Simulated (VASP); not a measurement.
# CuO: single point with PBEsol

CuO:

```
Cu O
1.0
     2.04502   -2.04328    0.15948
     2.04502    2.04328    0.15948
    -0.39784    0.00000    5.07417
Cu O
2 2
Direct
  0.50000 0.00000 0.50000
  0.00000 0.50000 0.00000
  0.49989 0.50011 0.75000
  0.50011 0.49989 0.25000
```

* Program: VASP 6.6.1
* Task: single point
* Functional: PBEsol
* Potentials or basis: VASP PAW PBE potentials, release 64 (Cu, O)
* Cutoff: 520 eV
* k mesh: 10 × 10 × 5
* Occupations: fermi-dirac, width 0.05 eV
* Spin: no spin polarisation
* Dipole correction: no
* Further INCAR settings: ALGO = Normal; EDIFF = 1e-06; NBANDS = 25

```json
{"Pressure": "0.8 GPa", "Band gap on the k mesh": "zero (bands 17 and 18 overlap by 0.98 eV)"}
```

Stress tensor (GPa, compression positive):
```
 0.60  0.00 -0.03
 0.00  0.64  0.00
-0.03  0.00  1.06
```

Levels at points of the mesh, in eV from the Fermi level:
```csv
k point,band 15,band 16,band 17,band 18,band 19,band 20
"(0.00, 0.00, 0.00)",-2.37,-1.98,0.72,0.73,1.48,6.03
"(0.50, 0.00, 0.00)",-1.62,-1.55,0.25,0.50,3.54,5.97
"(0.50, 0.50, 0.00)",-1.63,-1.22,-1.22,1.20,1.90,7.17
```

Run time: 2.4 min on 1 thread of Intel Xeon 8259CL (shared host), peak memory 0.22 GiB.

Caveat: the PAW data sets were made with another functional, which shifts forces and pressure a little; semilocal functionals often make such compounds metallic where correlation or magnetic order opens a gap, which also shifts bond lengths. With open d or f shells a metallic result of PBEsol can be an artefact of self-interaction; +U or a hybrid may open a gap.
